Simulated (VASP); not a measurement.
Write the native input for VASP 6.6.1 that does the following.

* Task: single point
* Functional: PBEsol
* Potentials or basis: VASP PAW PBE potentials, release 64 (Al, As)
* Cutoff: 500 eV
* k mesh: 6 × 6 × 6
* Occupations: gaussian, width 0.01 eV
* Spin: no spin polarisation
* Dipole correction: no
* Further INCAR settings: ALGO = Normal; EDIFF = 1e-06; NBANDS = 11

The structure of AlAs lies in POSCAR:

```
AlAs
1.0
    0.0000000000      2.8114034545      2.8114034545
    2.8114034545      0.0000000000      2.8114034545
    2.8114034545      2.8114034545      0.0000000000
Al As
1 1
Direct
    0.0000000000      0.0000000000      0.0000000000
    0.2500000000      0.2500000000      0.2500000000
```

One way to write it, as run:

INCAR

```
ALGO = Normal
EDIFF = 1E-6
ENCUT = 500
GGA = PS
GGA_COMPAT = F
ISIF = 2
ISMEAR = 0
LASPH = T
LCHARG = T
LELF = T
LREAL = F
LVHAR = T
LWAVE = F
NBANDS = 11
NELM = 120
PREC = Accurate
SIGMA = 0.01
```

KPOINTS

```
k-points
0
Gamma
  6 6 6
```

Potentials or basis: VASP PAW PBE potentials, release 64 (Al, As).

Command:

```console
$ cat potpaw_PBE.64/Al/POTCAR potpaw_PBE.64/As/POTCAR > POTCAR
$ mpirun -np 1 vasp_std > vasp.out
```

Results of the run:

The pressure is 2.4 GPa. The band gap on the k mesh is 1.28 eV, indirect (least direct gap 2.14 eV).

Caveat: the PAW data sets were made with another functional, which shifts forces and pressure a little.

Run time: 6.9 s on 1 thread of Intel(R) Xeon(R) 6975P-C (Granite Rapids), on a shared host, peak memory 0.16 GiB.
